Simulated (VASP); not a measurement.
A run of VASP 6.6.1 is set up as follows.

INCAR

```
PREC = Accurate
ENCUT = 520
EDIFF = 1E-6
ISMEAR = 0
SIGMA = 0.1
LREAL = F
LASPH = T
NELM = 60
ALGO = Normal
ISIF = 2
LWAVE = F
LCHARG = F
GGA = PE
NBANDS = 32
```

Contents of KPOINTS:

```
Automatic mesh
0
Gamma
  6 6 6
```

File POSCAR:

```
InSb2
1.0
    3.1988942126      1.8468824348      5.2290675696
   -3.1988942126      1.8468824348      5.2290675696
    0.0000000000     -3.6937648696      5.2290675696
In Sb
2 4
Direct
    0.1254514324      0.1254514324      0.1254514324
    0.8745485676      0.8745485676      0.8745485676
    0.5000000000      0.5000000000      0.0000000000
    0.0000000000      0.5000000000      0.5000000000
    0.5000000000      0.0000000000      0.5000000000
    0.5000000000      0.5000000000      0.5000000000
```

Potentials or basis: VASP PAW PBE potentials, release 64 (In_d, Sb).

The run is started by

```console
$ cat potpaw_PBE.64/In_d/POTCAR potpaw_PBE.64/Sb/POTCAR > POTCAR
$ mpirun -np 1 vasp_std > vasp.out
```

Task: Predict the pressure.

Result: -0.1 GPa.

Task: Estimate the largest force.

Result: 0.005 eV/Å.

Task: What does it give for the band gap on the k mesh?

Result: Zero (bands 23 and 24 overlap by 1.28 eV).

Forces in eV/Å, atoms in the order of the input:
```
In   0.000  0.000 -0.005
In   0.000  0.000  0.005
Sb   0.000  0.000  0.000
Sb   0.000  0.000  0.000
Sb   0.000  0.000  0.000
Sb   0.000  0.000  0.000
```

Caveat: spin-orbit coupling is left out, which moves the levels of the heavy elements.
